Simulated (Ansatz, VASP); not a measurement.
**Pb in VASP and in Ansatz**

Contents of POSCAR:

```
Pb
1.0
    3.5482526220      0.0000000000      0.0000000000
   -1.7741263110      3.0728769098      0.0000000000
    0.0000000000      0.0000000000      5.6996356773
Pb
2
Direct
    0.6666666667      0.3333333333      0.7500000000
    0.3333333333      0.6666666667      0.2500000000
```

File INCAR.step1:

```
SYSTEM = Pb
PREC = Accurate ; ENCUT = 520
ISMEAR = -1 ; SIGMA = 0.05
LREAL = .FALSE. ; LASPH = .TRUE.
NELM = 100 ; NBANDS = 21
GGA = PE ; ALGO = Normal
EDIFF = 1E-4 ; LWAVE = .TRUE.
LCHARG = .FALSE.
```

File INCAR.step2:

```
SYSTEM = Pb
PREC = Accurate ; ENCUT = 520
EDIFF = 1E-7 ; ISMEAR = -1
SIGMA = 0.05 ; LREAL = .FALSE.
LASPH = .TRUE. ; NELM = 100
ALGO = Normal ; ISIF = 2
LWAVE = .FALSE. ; LCHARG = .FALSE.
METAGGA = R2SCAN ; LMIXTAU = .TRUE.
NBANDS = 21 ; ISTART = 1
```

File KPOINTS:

```
Automatic mesh
0
G
  9 9 5
  0 0 0
```

Contents of input.yaml:

```yaml
crystal:
  lattice:
    - [3.548252622, 0.0, 0.0]
    - [-1.774126311, 3.0728769098, 0.0]
    - [0.0, 0.0, 5.6996356773]
  atoms:
    - { symbol: Pb, position: [0.6666666667, 0.3333333333, 0.75] }
    - { symbol: Pb, position: [0.3333333333, 0.6666666667, 0.25] }
hamiltonian:
  xc: r2scan
  pseudopotentials: { kind: paw }
kpoints:
  mp_grid: { grid: [9, 9, 5] }
scf:
  occupations: { method: fermi_dirac, width: 0.05 }
output:
  forces: true
  stress: true
  eigenvalues: true
```

Alike in both runs: task single point; functional r2SCAN; k mesh 9 × 9 × 5; occupations fermi-dirac, width 0.05 eV; no spin polarisation.

|  | VASP | Ansatz |
| --- | --- | --- |
| version | VASP 6.6.1 | Ansatz 0.2.0 |
| potentials or method | VASP PAW PBE potentials, release 64 (Pb_d) | Ansatz PAW |
| plane-wave cutoff (eV) | 520 | 500 |
| valence electrons in the cell | 28 | 28 |

```tsv
	VASP	Ansatz	Ansatz less VASP
gap on the k mesh at the Fermi level (eV)	none	none	-
pressure (GPa)	0.1	0.1	-0.01
traceless stress, the component that is largest in VASP (GPa)	1.85	1.88	+0.032
```

VASP's potentials were made for PBE, not for r2SCAN. A gap of «none» marks a metal or a gap that the smearing closes. With one functional, cell and mesh, what is left measures potentials, basis and numerics.

Spin-orbit coupling is off throughout.
